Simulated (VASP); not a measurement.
# BP (Pmmm) in VASP: density of states with PBE

Aim: the density of states of BP with PBE.

All numbers are computed with VASP 6.6.1; they aren't measurements. Logs are shortened: lines on timing, memory, paths and dates and some standing lists are left out, and cuts for length are marked.

### 1 The cell of the first run

The structure is orthorhombic, space group Pmmm (No. 47). Conventional cell: a = 3.223 Å, b = 4.951 Å, c = 5.568 Å, α = 90.00°, β = 90.00°, γ = 90.00°. Within 2.2 Å of B (site symmetry mm2) lie 1 B at 1.65 Å and 2 P at 1.85 Å. P (site symmetry mm2) has 2 B at 1.85 Å and 1 P at 2.11 Å within 2.5 Å.

### 2 Density of states, PBE

The input, POSCAR:

```
BP
1.0
    3.2230022689     -4.9512236226      0.0000000000
    3.2230022689      4.9512236226      0.0000000000
    0.0000000000      0.0000000000      5.5678744778
B P
4 4
Direct
    0.2500000000      0.2500000000      0.8517149181
    0.2500000000      0.2500000000      0.1482850819
    0.7500000000      0.7500000000      0.8517149181
    0.7500000000      0.7500000000      0.1482850819
    0.5000000000      0.5000000000      0.3103268628
    0.5000000000      0.5000000000      0.6896731372
    1.0000000000      0.0000000000      0.3103268628
    0.0000000000      1.0000000000      0.6896731372
```

The input, INCAR.step1:

```
SYSTEM = BP
  PREC = Accurate
  ENCUT = 520
  EDIFF = 1E-6
  ISMEAR = 0
  SIGMA = 0.1
  LREAL = .False.
  LASPH = .True.
  NELM = 80
  ALGO = Normal
  ISIF = 2
  LWAVE = .False.
  LCHARG = .True.
  GGA = PE
  NBANDS = 26
```

The input, KPOINTS.step1:

```
Automatic mesh
0
Gamma
  8 8 8
  0 0 0
```

The input, INCAR.step2:

```
SYSTEM = BP
  PREC = Accurate
  ENCUT = 520
  EDIFF = 1E-6
  ISMEAR = -5
  SIGMA = 0.1
  LREAL = .False.
  LASPH = .True.
  NELM = 80
  ALGO = Normal
  ISIF = 2
  LWAVE = .False.
  LCHARG = .False.
  GGA = PE
  LORBIT = 11
  NBANDS = 26
  NEDOS = 2001
  ICHARG = 11
```

The input, KPOINTS.step2:

```
Automatic mesh
0
Gamma
  12 12 12
  0 0 0
```

Potentials or basis: VASP PAW PBE potentials, release 64 (B, P).

Started as:

```sh
cat potpaw_PBE.64/B/POTCAR potpaw_PBE.64/P/POTCAR > POTCAR
cp INCAR.step1 INCAR
cp KPOINTS.step1 KPOINTS
mpirun -np 1 vasp_std > vasp.out
cp INCAR.step2 INCAR
cp KPOINTS.step2 KPOINTS
mpirun -np 1 vasp_std > vasp.out
```

OUTCAR:

```text
SYSTEM = BP
   PREC = Accurate
   ENCUT = 520
   EDIFF = 1E-6
   ISMEAR = -5
   LREAL = .False.
   LASPH = .True.
   NELM = 80
   ISIF = 2
   GGA = PE
   LORBIT = 11
   ICHARG = 11

 ion  position               nearest neighbor table
   1  0.250  0.250  0.852-   2 1.65   6 1.85   8 1.85
   2  0.250  0.250  0.148-   1 1.65   5 1.85   7 1.85
   3  0.750  0.750  0.852-   4 1.65   6 1.85   8 1.85
   4  0.750  0.750  0.148-   3 1.65   5 1.85   7 1.85
   5  0.500  0.500  0.310-   2 1.85   4 1.85   6 2.11
   6  0.500  0.500  0.690-   1 1.85   3 1.85   5 2.11
   7  0.000  0.000  0.310-   2 1.85   4 1.85   8 2.11
   8  0.000  0.000  0.690-   1 1.85   3 1.85   7 2.11

  LATTYP: Found a base centered orthorhombic cell.
 ALAT       =     6.4460045378
 B/A-ratio  =     1.5362147493
 C/A-ratio  =     0.8637714177

  Lattice vectors:

 A1 = (   3.2230022689,  -4.9512236226,   0.0000000000)
 A2 = (   3.2230022689,   4.9512236226,   0.0000000000)
 A3 = (   0.0000000000,   0.0000000000,   5.5678744778)

Analysis of symmetry for initial positions (statically):
=====================================================================
 Subroutine PRICEL returns following result:

  LATTYP: Found a simple orthorhombic cell.
 ALAT       =     3.2230022689
 B/A-ratio  =     1.5362147493
 C/A-ratio  =     1.7275428353

  Lattice vectors:

 A1 = (   3.2230022689,   0.0000000000,   0.0000000000)
 A2 = (   0.0000000000,   4.9512236226,   0.0000000000)
 A3 = (   0.0000000000,   0.0000000000,   5.5678744778)

   2 primitive cells build up your supercell.

 Routine SETGRP: Setting up the symmetry group for a
 base centered orthorhombic supercell.

 Subroutine GETGRP returns: Found  8 space group operations
 (whereof  8 operations were pure point group operations)
 out of a pool of  8 trial point group operations.

The static configuration has the point symmetry D_2h.

Analysis of symmetry for dynamics (positions and initial velocities):
=====================================================================
 Subroutine PRICEL returns following result:

  LATTYP: Found a simple orthorhombic cell.
 ALAT       =     3.2230022689
 B/A-ratio  =     1.5362147493
 C/A-ratio  =     1.7275428353

  Lattice vectors:

 A1 = (   3.2230022689,   0.0000000000,   0.0000000000)
 A2 = (   0.0000000000,   4.9512236226,   0.0000000000)
 A3 = (   0.0000000000,   0.0000000000,   5.5678744778)

   2 primitive cells build up your supercell.

 Routine SETGRP: Setting up the symmetry group for a
 base centered orthorhombic supercell.

 Subroutine GETGRP returns: Found  8 space group operations
 (whereof  8 operations were pure point group operations)
 out of a pool of  8 trial point group operations.

The dynamic configuration has the point symmetry D_2h.

 Subroutine INISYM returns: Found  8 space group operations
 (whereof  8 operations are pure point group operations),
 and found     2 'primitive' translations

----------------------------------------------------------------------------------------

                                     Primitive cell

  volume of cell :      88.8511

  direct lattice vectors                    reciprocal lattice vectors
     3.223002269  0.000000000  0.000000000     0.310269716  0.000000000  0.000000000
     0.000000000  4.951223623  0.000000000     0.000000000  0.201970276  0.000000000
     0.000000000  0.000000000  5.567874478     0.000000000  0.000000000  0.179601750

  length of vectors
     3.223002269  4.951223623  5.567874478     0.310269716  0.201970276  0.179601750

  position of ions in fractional coordinates (direct lattice)
     0.500000000  0.000000000  0.851714918
     0.500000000  0.000000000  0.148285082
     0.000000000  0.000000000  0.310326863
     0.000000000  0.000000000  0.689673137

  ion indices of the primitive-cell ions
   primitive index   ion index
                 1           1
                 2           2
                 3           5
                 4           6

----------------------------------------------------------------------------------------

 KPOINTS: Automatic mesh

Automatic generation of k-mesh.
 Grid dimensions read from file:
 generate k-points for:   12   12   12

 Generating k-lattice:

  Cartesian coordinates                     Fractional coordinates (reciprocal lattice)
     0.012927905 -0.008415428  0.000000000     0.083333333  0.000000000  0.000000000
     0.012927905  0.008415428  0.000000000     0.000000000  0.083333333  0.000000000
     0.000000000  0.000000000  0.014966813     0.000000000  0.000000000  0.083333333

  Length of vectors
     0.015425633  0.015425633  0.014966813

  Shift w.r.t. Gamma in fractional coordinates (k-lattice)
     0.000000000  0.000000000  0.000000000

 TETIRR: Found   2592 inequivalent tetrahedra from    10368

 Subroutine IBZKPT returns following result:
 ===========================================

 Found    301 irreducible k-points:

 Following reciprocal coordinates:
            Coordinates               Weight
  0.000000  0.000000  0.000000      1.000000
  0.083333  0.000000  0.000000      4.000000
  0.166667  0.000000  0.000000      4.000000
  0.250000  0.000000  0.000000      4.000000
  0.333333  0.000000  0.000000      4.000000
  0.416667  0.000000  0.000000      4.000000
[... 16 lines left out ...]
  0.500000  0.166667  0.000000      4.000000
 -0.416667  0.166667  0.000000      4.000000
 [... further k-points ...]
   k-points           NKPTS =    301   k-points in BZ     NKDIM =    301   number of bands    NBANDS=     26
   number of dos      NEDOS =   2001   number of ions     NIONS =      8
   total plane-waves  NPLWV =  96768
   dimension x,y,z NGX =    48 NGY =   48 NGZ =   42
   dimension x,y,z NGXF=    96 NGYF=   96 NGZF=   84
   ions per type =               4   4
   NGX,Y,Z   is equivalent  to a cutoff of  13.51, 13.51, 12.54 a.u.
   NGXF,Y,Z  is equivalent  to a cutoff of  27.01, 27.01, 25.08 a.u.
 SYSTEM =  BP
   PREC   = accura    normal or accurate (medium, high low for compatibility)
   ISTART =      0    job   : 0-new  1-cont  2-samecut
   ICHARG =     11    charge: 1-file 2-atom 10-const
   ISPIN  =      1    spin polarized calculation?
   LNONCOLLINEAR =      F non collinear calculations
   LSORBIT =      F    spin-orbit coupling
   LASPH  =      T    aspherical Exc in radial PAW
   ENCUT  =  520.0 eV  38.22 Ry    6.18 a.u.  10.98 10.98 10.35*2*pi/ulx,y,z
   NELM   =     80;   NELMIN=  2; NELMDL=  0     # of ELM steps
   EDIFF  = 0.1E-05   stopping-criterion for ELM
   LREAL  =      F    real-space projection
   EDIFFG = 0.1E-04   stopping-criterion for IOM
   NSW    =      0    number of steps for IOM
   IBRION =     -1    ionic relax: 0-MD 1-quasi-New 2-CG
   NFREE  =      0    steps in history (QN), initial steepest desc. (CG)
   ISIF   =      2    stress and relaxation
   ISYM   =      2    0-nonsym 1-usesym 2-fastsym
   POTIM  = 0.5000    time-step for ionic-motion
   TEBEG  =    0.0;   TEEND  =   0.0 temperature during run
   PSTRESS=    0.0 pullay stress
   NELECT =      32.0000    total number of electrons
   NUPDOWN=      -1.0000    fix difference up-down
   EMIN   =  10.00;   EMAX   =-10.00  energy-range for DOS
   EFERMI =   0.00;   METHOD = LEGACY
   ISMEAR =    -5;   SIGMA  =   0.10  broadening in eV -4-tet -1-fermi 0-gaus
   EFERMI_NEDOS =   21; number of points for ismear=-14 and -15
   IALGO  =     38    algorithm
   IMIX   =      4    mixing-type and parameters
     AMIX     =   0.40;   BMIX     =  1.00
     AMIX_MAG =   1.60;   BMIX_MAG =  1.00
  volume/ion in A,a.u.               =      22.21       149.90
  Fermi-wavevector in a.u.,A,eV,Ry     =   0.924472  1.747000 11.628209  0.854649
  Thomas-Fermi vector in A             =   2.050222
   LORBIT       =     11    0 simple, 1 ext, 2 COOP (PROOUT), +10 PAW based schemes
   GGA     = PE    functional components
   LHFCALC =     F    Hartree Fock is set to
   AEXX    =    0.0000 exact exchange contribution
   IVDW    =     0    specifies the selected vdW correction
   LEPSILON=     F    determine dielectric tensor
   LRPA    =     F    only Hartree local field effects (RPA)
 non-spin polarized calculation
 Fermi weights with tetrahedron method with Bloechl corrections
  energy-cutoff  :      520.00
  volume of cell :      177.70
 maximum number of plane-waves:      4814
 NGX is ok and might be reduce to    48

 number of electron      31.9999999 magnetization

 Free energy of the ion-electron system (eV)
  ---------------------------------------------------
  ext. energy  EPLUGINS =         0.00000000
  ---------------------------------------------------
  free energy    TOTEN  =       -47.39924315 eV

  energy without entropy =      -47.39924315  energy(sigma->0) =      -47.39924315

 E-fermi :   1.7310     XC(G=0):  -7.4439

 val. band max:        1.8409005577   @ k =   0.5000   0.2500   0.0000
 cond. band min:       1.6834053992   @ k =  -0.0833   0.0833   0.4167
 fundamental gap:     -0.1574951585
 Fermi energy:         1.7310367222

 k-point     1 :       0.0000    0.0000    0.0000
  band No.  band energies     occupation
      1     -12.6026      2.00000
      2     -10.9526      2.00000
      3      -9.3880      2.00000
      4      -7.7306      2.00000
      5      -7.4075      2.00000
      6      -6.9052      2.00000
[... 18 lines left out ...]
     25       6.2410      0.00000
     26       6.9238      0.00000

 k-point     2 :       0.0833    0.0000    0.0000
  band No.  band energies     occupation
      1     -12.5841      2.00000
      2     -11.0032      2.00000
      3      -9.3685      2.00000
      4      -7.6589      2.00000
      5      -7.4895      2.00000
      6      -6.8924      2.00000
[... 18 lines left out ...]
     25       6.2306      0.00000
[... 608 lines left out ...]
     25       6.4624      0.00000
     26       6.8694      0.00000

 k-point    24 :      -0.4167    0.1667    0.0000
  band No.  band energies     occupation
      1     -12.4253      2.00000
      2     -11.3429      2.00000
      3      -9.2035      2.00000
      4      -7.9610      2.00000
      5      -7.2057      2.00000
      6      -6.7858      2.00000
[... 18 lines left out ...]
     25       6.4288      0.00000
     26       7.0264      0.00000

 [... further k-points ...]
[... 5 lines left out ...]
  --------------------------------------------------------------------------------------
  -------------------------------------------------------------------------------------
  Total       -0.2184283      0.0599223     -0.3873910     -0.0000000      0.0000000      0.0000000
  in kB       -1.9693679      0.5402650     -3.4927504     -0.0000000      0.0000000      0.0000000
  external PRESSURE =      -1.6406178 kB  Pullay stress =       0.0000000 kB

 VOLUME and BASIS-vectors are now :
 -----------------------------------------------------------------------------
  energy-cutoff  :      520.00
  volume of cell :      177.70
      direct lattice vectors                 reciprocal lattice vectors
     3.223002269 -4.951223623  0.000000000     0.155134858 -0.100985138  0.000000000
     3.223002269  4.951223623  0.000000000     0.155134858  0.100985138  0.000000000
     0.000000000  0.000000000  5.567874478     0.000000000  0.000000000  0.179601750

 POSITION                                       TOTAL-FORCE (eV/Angst)
 -----------------------------------------------------------------------------------
      1.61150      0.00000      4.74224         0.000000      0.000000     -0.006249
      1.61150      0.00000      0.82563        -0.000000      0.000000      0.006249
      4.83450      0.00000      4.74224        -0.000000      0.000000     -0.006249
      4.83450      0.00000      0.82563         0.000000      0.000000      0.006249
      3.22300      0.00000      1.72786        -0.000000      0.000000      0.051294
      3.22300      0.00000      3.84001        -0.000000      0.000000     -0.051294
      0.00000      0.00000      1.72786        -0.000000      0.000000      0.051294
      0.00000      0.00000      3.84001        -0.000000      0.000000     -0.051294
 -----------------------------------------------------------------------------------
    total drift:                                0.000000     -0.000000     -0.000000

  FREE ENERGIE OF THE ION-ELECTRON SYSTEM (eV)
  ---------------------------------------------------
  free  energy   TOTEN  =       -47.3992431506 eV

  energy  without entropy=      -47.3992431506  energy(sigma->0) =      -47.39924315

 total charge

# of ion       s       p       d       tot
------------------------------------------
    1        0.709   1.257   0.000   1.966
    2        0.709   1.257   0.000   1.966
    3        0.709   1.257   0.000   1.966
    4        0.709   1.257   0.000   1.966
    5        1.002   1.572   0.000   2.574
    6        1.002   1.572   0.000   2.574
    7        1.002   1.572   0.000   2.574
    8        1.002   1.572   0.000   2.574
--------------------------------------------------
tot          6.843  11.318   0.000  18.161
```

Run time: 25 min. Hardware: 1 thread of Oxide Virtual Turin-like, shared host; peak memory 1 GiB.

Results:

```
Valence electrons inside the program's atomic spheres : B 1.97; P 2.57
```

Levels at points of the mesh, in eV from the Fermi level:
```csv
k point,band 14,band 15,band 16,band 17,band 18,band 19
"(0.00, 0.00, 0.00)",-1.64,-1.37,-0.96,0.65,1.48,2.41
"(0.50, 0.00, 0.00)",-2.90,-0.78,-0.78,0.90,0.90,4.16
"(0.50, 0.50, 0.00)",-1.69,-1.64,-0.59,0.93,1.04,2.47
"(0.00, 0.00, 0.50)",-3.04,-2.23,-0.66,-0.12,1.10,1.56
"(0.50, 0.00, 0.50)",-3.11,-2.55,-2.55,3.04,3.04,3.09
"(0.50, 0.50, 0.50)",-3.03,-1.90,-0.33,0.27,1.06,2.05
```

Caveat: tetrahedron occupations give inexact forces and stress in metals.
